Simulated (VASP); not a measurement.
Input of a VASP 6.6.1 run:

The input INCAR:

```
  PREC = Accurate
  ENCUT = 520
  EDIFF = 1E-7
  ISMEAR = -1
  SIGMA = 0.05
  LREAL = False
  LASPH = True
  NELM = 80
  ALGO = Normal
  ISIF = 2
  LWAVE = False
  LCHARG = False
  GGA = B5
  ALDAX = 1.0
  AGGAX = 1.0
  AGGAC = 1.0
  ALDAC = 0.0
  NBANDS = 16
```

Contents of KPOINTS:

```
Automatic mesh
0
Gamma
  8 8 8
```

File POSCAR:

```
CdSe
1.0
    0.0000000000      3.1594782754      3.1594782754
    3.1594782754      0.0000000000      3.1594782754
    3.1594782754      3.1594782754      0.0000000000
Cd Se
1 1
Direct
    0.0000000000      0.0000000000      0.0000000000
    0.2500000000      0.2500000000      0.2500000000
```

Potentials or basis: VASP PAW PBE potentials, release 64 (Cd, Se).

Command:

```bash
$ cat potpaw_PBE.64/Cd/POTCAR potpaw_PBE.64/Se/POTCAR > POTCAR
$ mpirun -np 1 vasp_std > vasp.out
```

**Question.** Estimate the pressure.

**Answer.** 0.3 GPa.

**Question.** Predict the band gap on the k mesh.

**Answer.** 0.31 eV, direct.

Caveat: the PAW data sets were made with another functional, which shifts forces and pressure a little.
